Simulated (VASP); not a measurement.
The system is PtSe (rocksalt type).

```
CELL_PARAMETERS angstrom
0.00000 2.64397 2.64397
2.64397 0.00000 2.64397
2.64397 2.64397 0.00000
ATOMIC_POSITIONS crystal
Pt 0.00000 0.00000 0.00000
Se 0.50000 0.50000 0.50000
```

Program: VASP 6.6.1. Alike in all runs: potentials or basis VASP PAW PBE potentials, release 64 (Pt, Se); cell as given; k mesh 11 × 11 × 11; cutoff (eV) 520; smearing fermi-dirac 0.03 eV.

Q: Order these runs on this cell by their pressure, lowest first.
A. level PBE; spin non-collinear, zero start, SOC
B. level r2SCAN; spin off
C. level PBEsol; spin off

A: C (-6.1 GPa), B (-3.0 GPa), A (0.3 GPa).

Caveats: the PAW data sets were made with another functional, which shifts forces and pressure a little (some runs).
